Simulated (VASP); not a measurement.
**MgO: single point with PBE**

Crystal: MgO.

```
CELL_PARAMETERS angstrom
-0.10676 2.13515 2.13515
2.13515 -0.10676 2.13515
2.02839 2.02839 0.00000
ATOMIC_POSITIONS crystal
Mg 0.00000 0.00000 0.00000
O 0.50000 0.50000 0.50000
```

This cell differs from its parent crystal: strain -0.1000 x Voigt [0, 0, 0, 0, 0, 1].

| Quantity | Value |
| --- | --- |
| Program | VASP 6.6.1 |
| Task | single point |
| Functional | PBE |
| Potentials or basis | VASP PAW PBE potentials, release 64 (Mg, O) |
| Cutoff | 520 eV |
| k mesh | 10 × 10 × 10 |
| Occupations | gaussian, width 0.05 eV |
| Spin | no spin polarisation |
| Dipole correction | no |
| Further INCAR settings | ALGO = Normal; EDIFF = 1e-06; NBANDS = 11 |

| Quantity | Value |
| --- | --- |
| Pressure | -2.0 GPa |
| Band gap on the k mesh | 3.84 eV, direct |

Stress tensor (GPa, compression positive):
```
-1.30 14.22  0.00
14.22 -1.30  0.00
 0.00  0.00 -3.33
```

Levels at points of the mesh, in eV from the valence-band top:
| k point | band 1 | band 2 | band 3 | band 4 | band 5 | band 6 | band 7 | band 8 |
| --- | --- | --- | --- | --- | --- | --- | --- | --- |
| (0.00, 0.00, 0.00) | -17.47 | -0.73 | -0.43 | 0.00 | 3.84 | 13.82 | 15.30 | 16.67 |
| (0.50, 0.00, 0.00) | -16.38 | -5.03 | -1.00 | -0.56 | 7.51 | 11.15 | 15.82 | 16.78 |
| (0.50, 0.50, 0.00) | -16.04 | -4.33 | -2.25 | -1.08 | 7.72 | 10.18 | 12.25 | 17.04 |
| (0.00, 0.00, 0.50) | -16.15 | -4.67 | -1.36 | -1.03 | 6.88 | 12.22 | 14.44 | 15.34 |
| (0.50, 0.00, 0.50) | -16.00 | -4.31 | -1.69 | -1.67 | 8.67 | 9.13 | 12.08 | 17.95 |

It took 17 s on 1 thread of Intel Xeon 6975P-C, on a shared host, peak memory 0.17 GiB.

Caveat: the cell differs from its parent crystal (strain -0.1000 x Voigt [0, 0, 0, 0, 0, 1]).
